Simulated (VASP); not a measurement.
A run of VASP 6.6.1 is set up as follows.

File INCAR:

```
SYSTEM = Ti
PREC = Accurate ; ENCUT = 520
EDIFF = 1E-6 ; ISMEAR = -1
SIGMA = 0.05 ; LREAL = .False.
LASPH = .True. ; NELM = 80
ALGO = Normal ; ISIF = 2
LWAVE = .False. ; LCHARG = .False.
LDIPOL = .True. ; IDIPOL = 3
DIPOL = 0.5 0.5 0.500 ; GGA = PE
NBANDS = 38
```

Contents of KPOINTS:

```
Automatic mesh
0
Gamma
  13 13 1
  0 0 0
```

The input POSCAR:

```
Ti
1.0
    2.9399472392      0.0000000000      0.0000000000
   -1.4699736196      2.5460689949      0.0000000000
    0.0000000000      0.0000000000     25.2957000000
Ti
5
Direct
    0.0000000000      0.0000000000      0.3207771801
    0.3333333333      0.6666666667      0.4060098414
    0.0000000000      0.0000000000      0.5000000527
    0.3333333333      0.6666666667      0.5939901244
    0.0000000000      0.0000000000      0.6792228010
```

Potentials or basis: VASP PAW PBE potentials, release 64 (Ti_sv).

Launch:

```console
$ cat potpaw_PBE.64/Ti_sv/POTCAR > POTCAR
$ mpirun -np 1 vasp_std > vasp.out
```

(1) Estimate the largest force.

(2) What does it give for the band gap on the k mesh?

Answers

(1) 0.016 eV/Å.

(2) zero (bands 30 and 31 overlap by 1.01 eV).
